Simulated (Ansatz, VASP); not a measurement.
## Two plane-wave programs on NaF

POSCAR

```
NaF
1.0
    2.8464683215      0.0529831030      0.0529831030
    0.0529831030      2.8464683215      0.0529831030
    0.0529831030      0.0529831030      2.8464683215
Na F
1 1
Direct
    0.0000000000      0.0000000000      0.0000000000
    0.5000000000      0.5000000000      0.5000000000
```

File INCAR.step1:

```
PREC = Accurate ; ENCUT = 520
ISMEAR = 0 ; SIGMA = 0.01
LREAL = False ; LASPH = True
NELM = 100 ; NBANDS = 14
GGA = PE ; ALGO = Normal
EDIFF = 1E-4 ; LWAVE = True
LCHARG = False
```

File INCAR.step2:

```
PREC = Accurate ; ENCUT = 520
EDIFF = 1E-6 ; ISMEAR = 0
SIGMA = 0.01 ; LREAL = False
LASPH = True ; NELM = 100
ALGO = Normal ; ISIF = 2
LWAVE = False ; LCHARG = False
METAGGA = R2SCAN ; LMIXTAU = True
NBANDS = 14 ; ISTART = 1
```

File KPOINTS:

```
regular mesh
0
Gamma
  10 10 10
```

Input for Ansatz:

```yaml
crystal:
  lattice:
    - [2.8464683215, 0.052983103, 0.052983103]
    - [0.052983103, 2.8464683215, 0.052983103]
    - [0.052983103, 0.052983103, 2.8464683215]
  atoms:
    - { symbol: Na, position: [0.0, 0.0, 0.0] }
    - { symbol: F, position: [0.5, 0.5, 0.5] }
kpoints:
  mp_grid: { grid: [10, 10, 10] }
  band_path:
    path:
      - [0.0, 0.0, 0.0]
      - [0.0, 0.5, 0.0]
      - [0.5, 0.5, 0.0]
      - [0.5, 0.5, 0.5]
      - [0.0, 0.5, 0.5]
    npoints: 1
hamiltonian:
  xc: r2scan
scf:
  occupations: { method: fixed }
  n_extra_bands: 4
output:
  forces: true
  stress: true
  eigenvalues: true
```

Change from the starting cell: shear_111 strain +5.7%.

Alike in both runs: task single point; functional r2SCAN; k mesh 10 × 10 × 10; no spin polarisation.

|  | VASP | Ansatz |
| --- | --- | --- |
| version | VASP 6.6.1 | Ansatz 0.2.0 |
| potentials or method | VASP PAW PBE potentials, release 64 (Na_pv, F) | plane waves, PAW |
| plane-wave cutoff (eV) | 520 | 500 |
| occupations | gaussian, width 0.01 eV | fixed |
| valence electrons in the cell | 14 | 16 |

```csv
,VASP,Ansatz,Ansatz less VASP
gap on the k mesh at the Fermi level (eV),6.75,6.70,-0.051
pressure (GPa),-3.4,-2.7,+0.62
"traceless stress, the component that is largest in VASP (GPa)",0.17,0.14,-0.030
```

VASP's potentials were made for PBE, not for r2SCAN. VASP's potentials hold 14 valence electrons a cell and Ansatz's 16, so a difference there can come from the potentials and not from the codes.
